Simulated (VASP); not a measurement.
# TaN (P-6m2) in VASP: notebook

TaN is run at these levels: PBEsol; tasks: single point.

Everything below comes from runs of VASP 6.6.1. Logs are shortened: lines on timing, memory, paths and dates and some standing lists are left out, and cuts for length are marked.

## Step 1: The cell of the first run

The structure is hexagonal, space group P-6m2 (No. 187). Conventional cell: a = 2.918 Å, b = 2.918 Å, c = 2.864 Å, α = 90.00°, β = 90.00°, γ = 120.00°. Ta (site symmetry -6m2) has 6 N at 2.21 Å and 2 Ta at 2.86 Å within 2.9 Å. N (site symmetry -6m2) has 6 Ta at 2.21 Å and 2 N at 2.86 Å within 2.9 Å.

## Step 2: Single point, PBEsol

Contents of INCAR:

```
PREC = Accurate ; ENCUT = 520
EDIFF = 1E-7 ; ISMEAR = -1
SIGMA = 0.1 ; LREAL = False
LASPH = True ; NELM = 60
ALGO = Normal ; ISIF = 2
LWAVE = False ; LCHARG = False
GGA = PS ; NBANDS = 15
```

Contents of KPOINTS:

```
regular mesh
0
Gamma
  11 11 10
```

Contents of POSCAR:

```
TaN
1.0
    2.9182812851      0.0000000000      0.0000000000
   -1.4591406425      2.5273057319      0.0000000000
    0.0000000000      0.0000000000      2.8636504237
Ta N
1 1
Direct
    0.3333333333      0.6666666667      0.5000000000
    0.0000000000      0.0000000000      0.0000000000
```

Potentials or basis: VASP PAW PBE potentials, release 64 (Ta_pv, N).

Command:

```bash
$ cat potpaw_PBE.64/Ta_pv/POTCAR potpaw_PBE.64/N/POTCAR > POTCAR
$ mpirun -np 1 vasp_std > vasp.out
```

OUTCAR:

```text
PREC = Accurate
   ENCUT = 520
   EDIFF = 1E-7
   ISMEAR = -1
   LREAL = False
   LASPH = True
   NELM = 60
   ISIF = 2
   GGA = PS

 ion  position               nearest neighbor table
   1  0.333  0.667  0.500-   2 2.21   2 2.21   2 2.21   2 2.21   2 2.21   2 2.21
   2  0.000  0.000  0.000-   1 2.21   1 2.21   1 2.21   1 2.21   1 2.21   1 2.21

  LATTYP: Found a hexagonal cell.
 ALAT       =     2.9182812851
 C/A-ratio  =     0.9812797822

  Lattice vectors:

 A1 = (   2.9182812851,   0.0000000000,   0.0000000000)
 A2 = (  -1.4591406425,   2.5273057319,   0.0000000000)
 A3 = (   0.0000000000,   0.0000000000,   2.8636504237)

Analysis of symmetry for initial positions (statically):
=====================================================================
 Subroutine PRICEL returns:
 Original cell was already a primitive cell.

 Routine SETGRP: Setting up the symmetry group for a
 hexagonal supercell.

 Subroutine GETGRP returns: Found 12 space group operations
 (whereof 12 operations were pure point group operations)
 out of a pool of 24 trial point group operations.

The static configuration has the point symmetry D_3h.

Analysis of symmetry for dynamics (positions and initial velocities):
=====================================================================
 Subroutine PRICEL returns:
 Original cell was already a primitive cell.

 Routine SETGRP: Setting up the symmetry group for a
 hexagonal supercell.

 Subroutine GETGRP returns: Found 12 space group operations
 (whereof 12 operations were pure point group operations)
 out of a pool of 24 trial point group operations.

The dynamic configuration has the point symmetry D_3h.

 Subroutine INISYM returns: Found 12 space group operations
 (whereof 12 operations are pure point group operations),
 and found     1 'primitive' translations

----------------------------------------------------------------------------------------

                                     Primitive cell

  volume of cell :      21.1205

  direct lattice vectors                    reciprocal lattice vectors
     2.918281285  0.000000000  0.000000000     0.342667448  0.197839143  0.000000000
    -1.459140642  2.527305732  0.000000000     0.000000000  0.395678286  0.000000000
     0.000000000  0.000000000  2.863650424     0.000000000  0.000000000  0.349204635

  length of vectors
     2.918281285  2.918281288  2.863650424     0.395678286  0.395678286  0.349204635

  position of ions in fractional coordinates (direct lattice)
     0.333333333  0.666666667  0.500000000
     0.000000000  0.000000000  0.000000000

  ion indices of the primitive-cell ions
   primitive index   ion index
                 1           1
                 2           2

----------------------------------------------------------------------------------------

 KPOINTS: regular mesh

Automatic generation of k-mesh.
 Grid dimensions read from file:
 generate k-points for:   11   11   10

 Generating k-lattice:

  Cartesian coordinates                     Fractional coordinates (reciprocal lattice)
     0.031151586  0.017985377  0.000000000     0.090909091 -0.000000000  0.000000000
     0.000000000  0.035970753  0.000000000     0.000000000  0.090909091  0.000000000
     0.000000000  0.000000000  0.034920463     0.000000000  0.000000000  0.100000000

  Length of vectors
     0.035970753  0.035970753  0.034920463

  Shift w.r.t. Gamma in fractional coordinates (k-lattice)
     0.000000000  0.000000000  0.000000000

 Subroutine IBZKPT returns following result:
 ===========================================

 Found     96 irreducible k-points:

 Following reciprocal coordinates:
            Coordinates               Weight
  0.000000  0.000000  0.000000      1.000000
  0.090909  0.000000  0.000000      6.000000
  0.181818  0.000000  0.000000      6.000000
  0.272727  0.000000  0.000000      6.000000
  0.363636  0.000000  0.000000      6.000000
  0.454545  0.000000  0.000000      6.000000
[... 16 lines left out ...]
  0.090909  0.090909  0.100000     12.000000
  0.181818  0.090909  0.100000     24.000000
 [... further k-points ...]
   k-points           NKPTS =     96   k-points in BZ     NKDIM =     96   number of bands    NBANDS=     15
   number of dos      NEDOS =    301   number of ions     NIONS =      2
   total plane-waves  NPLWV =  13824
   dimension x,y,z NGX =    24 NGY =   24 NGZ =   24
   dimension x,y,z NGXF=    48 NGYF=   48 NGZF=   48
   ions per type =               1   1
   NGX,Y,Z   is equivalent  to a cutoff of  13.67, 13.67, 13.93 a.u.
   NGXF,Y,Z  is equivalent  to a cutoff of  27.34, 27.34, 27.87 a.u.
 SYSTEM =  unknown system
   PREC   = accura    normal or accurate (medium, high low for compatibility)
   ISTART =      0    job   : 0-new  1-cont  2-samecut
   ICHARG =      2    charge: 1-file 2-atom 10-const
   ISPIN  =      1    spin polarized calculation?
   LNONCOLLINEAR =      F non collinear calculations
   LSORBIT =      F    spin-orbit coupling
   LASPH  =      T    aspherical Exc in radial PAW
   ENCUT  =  520.0 eV  38.22 Ry    6.18 a.u.   5.43  5.43  5.32*2*pi/ulx,y,z
   NELM   =     60;   NELMIN=  2; NELMDL= -5     # of ELM steps
   EDIFF  = 0.1E-06   stopping-criterion for ELM
   LREAL  =      F    real-space projection
   EDIFFG = 0.1E-05   stopping-criterion for IOM
   NSW    =      0    number of steps for IOM
   IBRION =     -1    ionic relax: 0-MD 1-quasi-New 2-CG
   NFREE  =      0    steps in history (QN), initial steepest desc. (CG)
   ISIF   =      2    stress and relaxation
   ISYM   =      2    0-nonsym 1-usesym 2-fastsym
   POTIM  = 0.5000    time-step for ionic-motion
   TEBEG  =    0.0;   TEEND  =   0.0 temperature during run
   PSTRESS=    0.0 pullay stress
   NELECT =      16.0000    total number of electrons
   NUPDOWN=      -1.0000    fix difference up-down
   EMIN   =  10.00;   EMAX   =-10.00  energy-range for DOS
   EFERMI =   0.00;   METHOD = LEGACY
   ISMEAR =    -1;   SIGMA  =   0.10  broadening in eV -4-tet -1-fermi 0-gaus
   EFERMI_NEDOS =   21; number of points for ismear=-14 and -15
   IALGO  =     38    algorithm
   IMIX   =      4    mixing-type and parameters
     AMIX     =   0.40;   BMIX     =  1.00
     AMIX_MAG =   1.60;   BMIX_MAG =  1.00
  volume/ion in A,a.u.               =      10.56        71.26
  Fermi-wavevector in a.u.,A,eV,Ry     =   1.492381  2.820192 30.302929  2.227202
  Thomas-Fermi vector in A             =   2.604917
   LORBIT       =      0    0 simple, 1 ext, 2 COOP (PROOUT), +10 PAW based schemes
   GGA     = PS    functional components
   LHFCALC =     F    Hartree Fock is set to
   AEXX    =    0.0000 exact exchange contribution
   IVDW    =     0    specifies the selected vdW correction
   LEPSILON=     F    determine dielectric tensor
   LRPA    =     F    only Hartree local field effects (RPA)
 non-spin polarized calculation
  energy-cutoff  :      520.00
  volume of cell :       21.12
 maximum number of plane-waves:       587
 NGX is ok and might be reduce to    24
   NGX = 11   NGY = 11   NGZ = 11

 number of electron      16.0000000 magnetization

 Free energy of the ion-electron system (eV)
  ---------------------------------------------------
  ext. energy  EPLUGINS =         0.00000000
  ---------------------------------------------------
  free energy    TOTEN  =       -23.80495354 eV

  energy without entropy =      -23.80220060  energy(sigma->0) =      -23.80357707

 E-fermi :   8.3126     XC(G=0): -13.6158

 val. band max:        8.2816051307   @ k =   0.0000   0.0000   0.4000
 cond. band min:       8.4944600899   @ k =   0.0909   0.0000   0.5000
 fundamental gap:      0.2128549592
 Fermi energy:         8.3126255812

 k-point     1 :       0.0000    0.0000    0.0000
  band No.  band energies     occupation
      1     -26.4158      2.00000
      2     -26.1381      2.00000
      3     -26.1381      2.00000
      4      -9.5868      2.00000
      5       3.6519      2.00000
      6       3.6519      2.00000
      7       3.9834      2.00000
      8       5.3718      2.00000
      9      10.6726      0.00000
     10      11.9977      0.00000
     11      11.9977      0.00000
     12      12.4014      0.00000
     13      12.4014      0.00000
     14      21.4452      0.00000
     15      21.8378      0.00000

 k-point     2 :       0.0909    0.0000    0.0000
  band No.  band energies     occupation
      1     -26.4035      2.00000
      2     -26.2348      2.00000
      3     -26.1586      2.00000
      4      -9.4076      2.00000
      5       3.1403      2.00000
      6       3.7867      2.00000
      7       4.2336      2.00000
      8       5.1182      2.00000
      9      11.2847      0.00000
     10      11.6421      0.00000
     11      12.0244      0.00000
     12      12.3101      0.00000
     13      12.6333      0.00000
     14      21.4274      0.00000
     15      21.8219      0.00000

 k-point     3 :       0.1818    0.0000    0.0000
  band No.  band energies     occupation
      1     -26.4864      2.00000
      2     -26.3705      2.00000
      3     -26.2130      2.00000
      4      -8.9222      2.00000
      5       2.1248      2.00000
      6       4.1368      2.00000
      7       4.5202      2.00000
      8       4.7627      2.00000
      9      10.8438      0.00000
     10      12.0745      0.00000
     11      12.1660      0.00000
     12      12.7188      0.00000
     13      13.1135      0.00000
     14      21.4194      0.00000
     15      21.8024      0.00000
[... 343 lines left out ...]
 k-point    23 :       0.0909    0.0909    0.1000
  band No.  band energies     occupation
      1     -26.4853      2.00000
      2     -26.3874      2.00000
      3     -26.1932      2.00000
      4      -8.8930      2.00000
      5       2.5592      2.00000
      6       3.4739      2.00000
      7       4.0680      2.00000
      8       5.6170      2.00000
      9      10.5518      0.00000
     10      11.0418      0.00000
     11      12.2819      0.00000
     12      13.2039      0.00000
     13      13.5344      0.00000
     14      21.3053      0.00000
     15      21.7911      0.00000

 k-point    24 :       0.1818    0.0909    0.1000
  band No.  band energies     occupation
      1     -26.6602      2.00000
      2     -26.4361      2.00000
      3     -26.2697      2.00000
      4      -8.3684      2.00000
      5       1.6310      2.00000
      6       3.3830      2.00000
      7       4.2962      2.00000
      8       5.6482      2.00000
      9      10.1742      0.00000
     10      11.2932      0.00000
     11      12.7872      0.00000
     12      13.3691      0.00000
     13      14.5754      0.00000
     14      21.2486      0.00000
     15      21.7772      0.00000

 [... further k-points ...]
[... 5 lines left out ...]
  --------------------------------------------------------------------------------------
  -------------------------------------------------------------------------------------
  Total        0.4007400      0.4007400      0.4810135      0.0000000     -0.0000000     -0.0000000
  in kB       30.3996334     30.3996335     36.4890790      0.0000000     -0.0000000     -0.0000000
  external PRESSURE =      32.4294486 kB  Pullay stress =       0.0000000 kB

 VOLUME and BASIS-vectors are now :
 -----------------------------------------------------------------------------
  energy-cutoff  :      520.00
  volume of cell :       21.12
      direct lattice vectors                 reciprocal lattice vectors
     2.918281285  0.000000000  0.000000000     0.342667448  0.197839143  0.000000000
    -1.459140642  2.527305732  0.000000000     0.000000000  0.395678286  0.000000000
     0.000000000  0.000000000  2.863650424     0.000000000  0.000000000  0.349204635

 POSITION                                       TOTAL-FORCE (eV/Angst)
 -----------------------------------------------------------------------------------
     -0.00000      1.68487      1.43183         0.000000     -0.000000      0.000000
      0.00000      0.00000      0.00000        -0.000000      0.000000      0.000000
 -----------------------------------------------------------------------------------
    total drift:                                0.000000      0.000000     -0.000000

  FREE ENERGIE OF THE ION-ELECTRON SYSTEM (eV)
  ---------------------------------------------------
  free  energy   TOTEN  =       -23.8049535391 eV

  energy  without entropy=      -23.8022006003  energy(sigma->0) =      -23.80357707
```

Run time: 18 s. Hardware: 1 thread of Intel Xeon 6975P-C (Granite Rapids), shared host; peak memory 0.15 GiB.

Results:

* Free energy: -23.8050 eV
* Pressure: 3.2 GPa
* Band gap on the k mesh: zero (band 8 reaches 8.71 eV, above the bottom of band 9 at 8.20 eV)

Stress tensor (GPa, compression positive):
```
3.04 0.00 0.00
0.00 3.04 0.00
0.00 0.00 3.65
```

Caveat: the PAW data sets were made with another functional, which shifts forces and pressure a little; spin-orbit coupling is left out, which moves the levels of the heavy elements.

## Step 3: Single point, PBEsol

This run uses another cell than the first one, of 10.78 Å³/atom, 1.020 times its volume.

Contents of INCAR:

```
PREC = Accurate
ENCUT = 520
EDIFF = 1E-6
ISMEAR = -1
SIGMA = 0.1
LREAL = F
LASPH = T
NELM = 80
ALGO = Normal
ISIF = 2
LWAVE = F
LCHARG = T
GGA = PS
LELF = T
LVHAR = T
NBANDS = 15
```

KPOINTS is that of step 2.

Contents of POSCAR:

```
TaN
1.0
    2.9380000000      0.0000000000      0.0000000000
   -1.4690000000      2.5443826400      0.0000000000
    0.0000000000      0.0000000000      2.8830000000
Ta N
1 1
Direct
    0.3333333333      0.6666666667      0.5000000000
    0.0000000000      0.0000000000      0.0000000000
```

Potentials or basis: VASP PAW PBE potentials, release 64 (Ta_pv, N).

Command:

```bash
$ cat potpaw_PBE.64/Ta_pv/POTCAR potpaw_PBE.64/N/POTCAR > POTCAR
$ mpirun -np 1 vasp_std > vasp.out
```

Wall time 19 s (1 thread of Intel Xeon 6975P-C (Granite Rapids), shared host); peak memory 0.15 GiB.

The run converged. Its results:

```yaml
Free_energy: -23.8040 eV
Pressure: -4.1 GPa
Band_gap_on_the_k_mesh: zero (band 8 reaches 8.49 eV, above the bottom of band 9 at 7.99 eV)
```

Stress tensor (GPa, compression positive):
```
-4.00  0.00  0.00
 0.00 -4.00  0.00
 0.00  0.00 -4.25
```

Levels at points of the mesh, in eV from the Fermi level:
| k point | band 4 | band 5 | band 6 | band 7 | band 8 | band 9 | band 10 | band 11 | band 12 | band 13 |
| --- | --- | --- | --- | --- | --- | --- | --- | --- | --- | --- |
| (0.00, 0.00, 0.00) | -17.74 | -4.57 | -4.57 | -4.23 | -2.92 | 2.21 | 3.59 | 3.59 | 3.97 | 3.97 |
| (0.00, 0.00, 0.50) | -15.05 | -9.39 | -3.75 | -3.75 | -0.11 | -0.11 | 2.43 | 3.29 | 3.29 | 8.13 |

Caveat: the PAW data sets were made with another functional, which shifts forces and pressure a little; spin-orbit coupling is left out, which moves the levels of the heavy elements.
